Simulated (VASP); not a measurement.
# W9C8 in VASP: single point with PBE+D3(BJ)

Aim: the single point of W9C8 with PBE+D3(BJ).

All numbers are computed with VASP 6.6.1; they aren't measurements. Logs are shortened: lines on timing, memory, paths and dates and some standing lists are left out, and cuts for length are marked.

## 1. The cell of the first run

The cell holds a slab with vacuum, 17 atoms: a = 5.798 Å, b = 5.798 Å, c = 15.251 Å, α = 90.00°, β = 90.00°, γ = 120.00°.

## 2. Single point, PBE+D3(BJ)

Contents of INCAR:

```
SYSTEM = W9C8
PREC     = Accurate       ! precision mode
ENCUT    = 520            ! plane-wave cutoff, eV
EDIFF    = 1E-7           ! SCF threshold, eV
ISMEAR   = -1             ! smearing method
SIGMA    = 0.15           ! smearing width, eV
LREAL    = Auto         
LASPH    = .True.         ! aspherical terms in the spheres
NELM     = 60             ! most SCF steps
ALGO     = Normal         ! electronic algorithm
ISIF     = 2              ! what is computed and relaxed
LWAVE    = .False.        ! write WAVECAR
LCHARG   = .False.        ! write CHGCAR
GGA      = PE             ! functional
IVDW     = 12             ! dispersion correction
NBANDS   = 93             ! bands
```

Contents of KPOINTS:

```
regular mesh
0
Gamma
  4 4 1
  0 0 0
```

Contents of POSCAR:

```
W9C8
1.0
    5.7982000000      0.0000000000      0.0000000000
   -2.8991000000      5.0213880000      0.0000000000
    0.0000000000      0.0000000000     15.2510000000
W C
9 8
Direct
    0.0000000000      0.0000000000      0.0655695000
    0.0077194885      0.0038567856      0.2499850963
    0.0000000000      0.5000000000      0.0655695000
    0.0000020505      0.4999919025      0.2535241094
    0.5000000000      0.0000000000      0.0655695000
    0.4961352588      0.0038601049      0.2499859393
    0.5000000000      0.5000000000      0.0655695000
    0.4961383970      0.4922762795      0.2499857787
    0.6666611549      0.8333257900      0.3988146684
    0.3333295789      0.1666696549      0.1512666338
    0.3333352772      0.1666634156      0.3278439039
    0.3312375991      0.6656194433      0.1536970684
    0.3330390002      0.6665095540      0.3380336224
    0.8343827753      0.1687650920      0.1536987173
    0.8334877411      0.1669583795      0.3380369299
    0.8343863259      0.6656134615      0.1536987090
    0.8334809677      0.6665171324      0.3380371967
```

Potentials or basis: VASP PAW PBE potentials, release 64 (W_sv, C).

On the command line:

```sh
$ cat potpaw_PBE.64/W_sv/POTCAR potpaw_PBE.64/C/POTCAR > POTCAR
$ mpirun -np 1 vasp_std > vasp.out
```

OUTCAR:

```text
SYSTEM = W9C8
   PREC = Accurate
   ENCUT = 520
   EDIFF = 1E-7
   ISMEAR = -1
   LREAL = Auto
   LASPH = .True.
   NELM = 60
   ISIF = 2
   GGA = PE
   IVDW = 12
 IVDW          = 12

 ion  position               nearest neighbor table
   1  0.000  0.000  0.066-  10 2.12  14 2.15  16 2.15   2 2.81   7 2.90   3 2.90   3 2.90   7 2.90
                             5 2.90   5 2.90
   2  0.008  0.004  0.250-  11 2.02  15 2.16  17 2.16  10 2.22  16 2.25  14 2.25   1 2.81   6 2.83
                             8 2.83   9 2.84   4 2.90   4 2.90   8 2.97   6 2.97
   3  0.000  0.500  0.066-  16 2.14  12 2.14  14 2.14   4 2.87   5 2.90   1 2.90   1 2.90   5 2.90
                             7 2.90   7 2.90
   4  0.000  0.500  0.254-  13 2.11  15 2.11  17 2.11  14 2.25  16 2.25  12 2.25   3 2.87   2 2.90
                             8 2.90   6 2.90   6 2.90   8 2.90   2 2.90
   5  0.500  0.000  0.066-  10 2.12  12 2.15  14 2.15   6 2.81   7 2.90   3 2.90   7 2.90   3 2.90
                             1 2.90   1 2.90
   6  0.496  0.004  0.250-  11 2.02  13 2.16  15 2.16  10 2.22  12 2.25  14 2.25   5 2.81   2 2.83
                             8 2.83   9 2.84   4 2.90   4 2.90   8 2.97   2 2.97
   7  0.500  0.500  0.066-  10 2.12  12 2.15  16 2.15   8 2.81   1 2.90   5 2.90   5 2.90   1 2.90
                             3 2.90   3 2.90
   8  0.496  0.492  0.250-  11 2.02  13 2.16  17 2.16  10 2.22  16 2.25  12 2.25   7 2.81   6 2.83
                             2 2.83   9 2.84   4 2.90   4 2.90   2 2.97   6 2.97
   9  0.667  0.833  0.399-  13 1.91  17 1.91  15 1.91   8 2.84   6 2.84   2 2.84
  10  0.333  0.167  0.151-   1 2.12   7 2.12   5 2.12   8 2.22   2 2.22   6 2.22
  11  0.333  0.167  0.328-   6 2.02   8 2.02   2 2.02
  12  0.331  0.666  0.154-   3 2.14   5 2.15   7 2.15   6 2.25   8 2.25   4 2.25
  13  0.333  0.667  0.338-   9 1.91   4 2.11   8 2.16   6 2.16
  14  0.834  0.169  0.154-   3 2.14   1 2.15   5 2.15   2 2.25   6 2.25   4 2.25
  15  0.833  0.167  0.338-   9 1.91   4 2.11   2 2.16   6 2.16
  16  0.834  0.666  0.154-   3 2.14   7 2.15   1 2.15   2 2.25   8 2.25   4 2.25
  17  0.833  0.667  0.338-   9 1.91   4 2.11   2 2.16   8 2.16

  LATTYP: Found a hexagonal cell.
 ALAT       =     5.7982000000
 C/A-ratio  =     2.6302990583

  Lattice vectors:

 A1 = (   5.7982000000,   0.0000000000,   0.0000000000)
 A2 = (  -2.8991000000,   5.0213880000,   0.0000000000)
 A3 = (   0.0000000000,   0.0000000000,  15.2510000000)

Analysis of symmetry for initial positions (statically):
=====================================================================
 Subroutine PRICEL returns:
 Original cell was already a primitive cell.

 Routine SETGRP: Setting up the symmetry group for a
 hexagonal supercell.

 Subroutine GETGRP returns: Found  1 space group operations
 (whereof  1 operations were pure point group operations)
 out of a pool of 24 trial point group operations.

The static configuration has the point symmetry C_1 .

Analysis of symmetry for dynamics (positions and initial velocities):
=====================================================================
 Subroutine PRICEL returns:
 Original cell was already a primitive cell.

 Routine SETGRP: Setting up the symmetry group for a
 hexagonal supercell.

 Subroutine GETGRP returns: Found  1 space group operations
 (whereof  1 operations were pure point group operations)
 out of a pool of 24 trial point group operations.

The dynamic configuration has the point symmetry C_1 .

 Subroutine INISYM returns: Found  1 space group operations
 (whereof  1 operations are pure point group operations),
 and found     1 'primitive' translations

----------------------------------------------------------------------------------------

                                     Primitive cell

  volume of cell :     444.0330

  direct lattice vectors                    reciprocal lattice vectors
     5.798200000  0.000000000  0.000000000     0.172467317  0.099574062  0.000000000
    -2.899100000  5.021388000  0.000000000     0.000000000  0.199148124  0.000000000
     0.000000000  0.000000000 15.251000000     0.000000000  0.000000000  0.065569471

  length of vectors
     5.798200000  5.798199570 15.251000000     0.199148109  0.199148124  0.065569471

  position of ions in fractional coordinates (direct lattice)
     0.000000000  0.000000000  0.065569500
     0.007719489  0.003856786  0.249985096
     1.000000000  0.500000000  0.065569500
     0.000002051  0.499991902  0.253524109
     0.500000000  0.000000000  0.065569500
     0.496135259  0.003860105  0.249985939
[... 9 lines left out ...]
     0.834386326  0.665613462  0.153698709
     0.833480968  0.666517132  0.338037197

  ion indices of the primitive-cell ions
   primitive index   ion index
                 1           1
                 2           2
                 3           3
                 4           4
                 5           5
                 6           6
[... 9 lines left out ...]
                16          16
                17          17

----------------------------------------------------------------------------------------

 KPOINTS: regular mesh

Automatic generation of k-mesh.
 Grid dimensions read from file:
 generate k-points for:    4    4    1

 Generating k-lattice:

  Cartesian coordinates                     Fractional coordinates (reciprocal lattice)
     0.043116829  0.024893515  0.000000000     0.250000000 -0.000000000  0.000000000
     0.000000000  0.049787031  0.000000000     0.000000000  0.250000000  0.000000000
     0.000000000  0.000000000  0.065569471     0.000000000  0.000000000  1.000000000

  Length of vectors
     0.049787027  0.049787031  0.065569471

  Shift w.r.t. Gamma in fractional coordinates (k-lattice)
     0.000000000  0.000000000  0.000000000

 Subroutine IBZKPT returns following result:
 ===========================================

 Found     10 irreducible k-points:

 Following reciprocal coordinates:
            Coordinates               Weight
  0.000000  0.000000  0.000000      1.000000
  0.250000  0.000000  0.000000      2.000000
  0.000000  0.250000  0.000000      2.000000
 -0.250000  0.250000  0.000000      2.000000
  0.500000  0.000000  0.000000      1.000000
  0.000000  0.500000  0.000000      1.000000
  0.500000  0.500000  0.000000      1.000000
  0.250000  0.250000  0.000000      2.000000
 -0.250000  0.500000  0.000000      2.000000
  0.500000  0.250000  0.000000      2.000000
   k-points           NKPTS =     10   k-points in BZ     NKDIM =     10   number of bands    NBANDS=     93
   number of dos      NEDOS =    301   number of ions     NIONS =     17
   total plane-waves  NPLWV = 276480
   dimension x,y,z NGX =    48 NGY =   48 NGZ =  120
   dimension x,y,z NGXF=    96 NGYF=   96 NGZF=  240
   ions per type =               9   8
   NGX,Y,Z   is equivalent  to a cutoff of  13.76, 13.76, 13.08 a.u.
   NGXF,Y,Z  is equivalent  to a cutoff of  27.53, 27.53, 26.16 a.u.
 SYSTEM =  W9C8
   PREC   = accura    normal or accurate (medium, high low for compatibility)
   ISTART =      0    job   : 0-new  1-cont  2-samecut
   ICHARG =      2    charge: 1-file 2-atom 10-const
   ISPIN  =      1    spin polarized calculation?
   LNONCOLLINEAR =      F non collinear calculations
   LSORBIT =      F    spin-orbit coupling
   LASPH  =      T    aspherical Exc in radial PAW
   ENCUT  =  520.0 eV  38.22 Ry    6.18 a.u.  10.78 10.78 28.36*2*pi/ulx,y,z
   NELM   =     60;   NELMIN=  2; NELMDL= -5     # of ELM steps
   EDIFF  = 0.1E-06   stopping-criterion for ELM
   LREAL  =      T    real-space projection
   EDIFFG = 0.1E-05   stopping-criterion for IOM
   NSW    =      0    number of steps for IOM
   IBRION =     -1    ionic relax: 0-MD 1-quasi-New 2-CG
   NFREE  =      0    steps in history (QN), initial steepest desc. (CG)
   ISIF   =      2    stress and relaxation
   ISYM   =      2    0-nonsym 1-usesym 2-fastsym
   POTIM  = 0.5000    time-step for ionic-motion
   TEBEG  =    0.0;   TEEND  =   0.0 temperature during run
   PSTRESS=    0.0 pullay stress
   NELECT =     158.0000    total number of electrons
   NUPDOWN=      -1.0000    fix difference up-down
   EMIN   =  10.00;   EMAX   =-10.00  energy-range for DOS
   EFERMI =   0.00;   METHOD = LEGACY
   ISMEAR =    -1;   SIGMA  =   0.15  broadening in eV -4-tet -1-fermi 0-gaus
   EFERMI_NEDOS =   21; number of points for ismear=-14 and -15
   IALGO  =     38    algorithm
   IMIX   =      4    mixing-type and parameters
     AMIX     =   0.40;   BMIX     =  1.00
     AMIX_MAG =   1.60;   BMIX_MAG =  1.00
  volume/ion in A,a.u.               =      26.12       176.26
  Fermi-wavevector in a.u.,A,eV,Ry     =   1.160082  2.192237 18.310594  1.345791
  Thomas-Fermi vector in A             =   2.296668
   LORBIT       =      0    0 simple, 1 ext, 2 COOP (PROOUT), +10 PAW based schemes
   GGA     = PE    functional components
   LHFCALC =     F    Hartree Fock is set to
   AEXX    =    0.0000 exact exchange contribution
   IVDW    =    12    specifies the selected vdW correction
   LEPSILON=     F    determine dielectric tensor
   LRPA    =     F    only Hartree local field effects (RPA)
 non-spin polarized calculation
  energy-cutoff  :      520.00
  volume of cell :      444.03
 maximum number of plane-waves:     11985
 NGX is ok and might be reduce to    48
   NGX = 21   NGY = 21   NGZ = 57

 number of electron     157.9999996 magnetization

 Free energy of the ion-electron system (eV)
  ---------------------------------------------------
  ext. energy  EPLUGINS =         0.00000000
  ---------------------------------------------------
  free energy    TOTEN  =      -178.21719278 eV

  energy without entropy =     -177.73705550  energy(sigma->0) =     -177.97712414

 E-fermi :   2.2087     XC(G=0):  -7.0503

 val. band max:        2.2022341492   @ k =   0.2500   0.2500   0.0000
 cond. band min:       2.2841734005   @ k =   0.0000   0.0000   0.0000
 fundamental gap:      0.0819392513
 Fermi energy:         2.2086881508

 k-point     1 :       0.0000    0.0000    0.0000
  band No.  band energies     occupation
      1     -72.1132      2.00000
      2     -71.9850      2.00000
      3     -71.7636      2.00000
      4     -71.7317      2.00000
      5     -71.7092      2.00000
      6     -71.7091      2.00000
[... 929 lines left out ...]
     90       4.3944      0.00000
     91       4.4923      0.00000
 [bands above 91 left out]

------------------------ aborting loop because EDIFF is reached ----------------------------------------

 Edisp (eV)   -5.27835

 E8    (eV) :    -2.5230

  FORCE on cell =-STRESS in cart. coord.  units (eV):
  Direction    XX          YY          ZZ          XY          YZ          ZX
  --------------------------------------------------------------------------------------
  -------------------------------------------------------------------------------------
  Total      -1.71961    -1.72009     0.68616    -0.00052     0.00164    -0.00072
  in kB      -6.20477    -6.20651     2.47582    -0.00189     0.00590    -0.00258
  external pressure =       -3.31 kB  Pullay stress =        0.00 kB

 VOLUME and BASIS-vectors are now :
 -----------------------------------------------------------------------------
  energy-cutoff  :      520.00
  volume of cell :      444.03
      direct lattice vectors                 reciprocal lattice vectors
     5.798200000  0.000000000  0.000000000     0.172467317  0.099574062  0.000000000
    -2.899100000  5.021388000  0.000000000     0.000000000  0.199148124  0.000000000
     0.000000000  0.000000000 15.251000000     0.000000000  0.000000000  0.065569471

 POSITION                                       TOTAL-FORCE (eV/Angst)
 -----------------------------------------------------------------------------------
      0.00000      0.00000      1.00000        -0.212200     -0.122605     -0.219332
      0.03358      0.01937      3.81252        -0.008525     -0.005095     -0.021126
     -1.44955      2.51069      1.00000         0.000049     -0.000063      0.429320
     -1.44951      2.51065      3.86650        -0.000945      0.000712      0.008646
      2.89910      0.00000      1.00000         0.212075     -0.122369     -0.219215
      2.86550      0.01938      3.81254         0.009723     -0.005305     -0.021414
[... 9 lines left out ...]
      2.90826      3.34230      2.34406         0.000587     -0.000393     -0.007763
      2.90039      3.34684      5.15541         0.049958     -0.029009      0.027208
 -----------------------------------------------------------------------------------
    total drift:                                0.000251     -0.000259      0.008866

  FREE ENERGIE OF THE ION-ELECTRON SYSTEM (eV)
  ---------------------------------------------------
  free  energy   TOTEN  =      -183.4955448798 eV

  energy  without entropy=     -183.0154075976  energy(sigma->0) =     -183.25547624
```

Run time: 29 min. Hardware: 1 thread of Oxide Virtual Turin-like, shared host; peak memory 0.67 GiB.

Results:

* Free energy: -183.4955 eV
* Largest force: 0.429 eV/Å
* Band gap on the k mesh: zero (bands 79 and 80 overlap by 0.57 eV)
* Dispersion energy per atom: -0.310 eV

Forces in eV/Å, atoms in the order of the input:
```
W   -0.212 -0.123 -0.219
W   -0.009 -0.005 -0.021
W    0.000  0.000  0.429
W   -0.001  0.001  0.009
W    0.212 -0.122 -0.219
W    0.010 -0.005 -0.021
W    0.000  0.245 -0.219
W    0.000  0.010 -0.022
W    0.000  0.000  0.130
C    0.000  0.000  0.000
C    0.000  0.000  0.095
C   -0.001 -0.001 -0.008
C   -0.050 -0.028  0.028
C    0.000  0.001 -0.008
C   -0.001  0.057  0.028
C    0.001  0.000 -0.008
C    0.050 -0.029  0.027
```

Caveat: there is no dipole correction, which matters where the two faces differ; spin-orbit coupling is left out, which moves the levels of the heavy elements.

The gap in the log of VASP goes by the Fermi energy; the results here count the filled bands.